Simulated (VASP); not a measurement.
**Te: single point with PBE**

Te:

```
CELL_PARAMETERS angstrom
-3.15572 3.15572 1.56665
3.15572 -3.15572 1.56665
3.15572 3.15572 -1.56665
ATOMIC_POSITIONS crystal
Te 0.62500 0.87500 0.75000
Te 0.37500 0.12500 0.25000
```

| Item | Value |
| --- | --- |
| Program | VASP 6.6.1 |
| Task | single point |
| Functional | PBE |
| Potentials or basis | VASP PAW PBE potentials, release 64 (Te) |
| Cutoff | 520 eV |
| k mesh | 13 × 13 × 13 |
| Occupations | fermi-dirac, width 0.08 eV |
| Spin | no spin polarisation |
| Dipole correction | no |
| Further INCAR settings | ALGO = Normal; EDIFF = 1e-06; NBANDS = 13 |

| Quantity | Value |
| --- | --- |
| Pressure | 1.5 GPa |
| Band gap on the k mesh | zero (bands 6 and 7 overlap by 3.47 eV) |

Levels at points of the mesh, in eV from the Fermi level:
```
           k point  band 2  band 3  band 4  band 5  band 6  band 7  band 8  band 9  band 10  band 11
(0.00, 0.00, 0.00)  -10.36   -4.51   -4.51    0.96    0.96    1.99    2.74    2.81     6.20     6.33
```

Wall time 3.8 min on 1 thread of Oxide Virtual Turin-like Processor, with other jobs on the host, peak memory 0.26 GiB.

Caveat: spin-orbit coupling is left out, which moves the levels of the heavy elements.
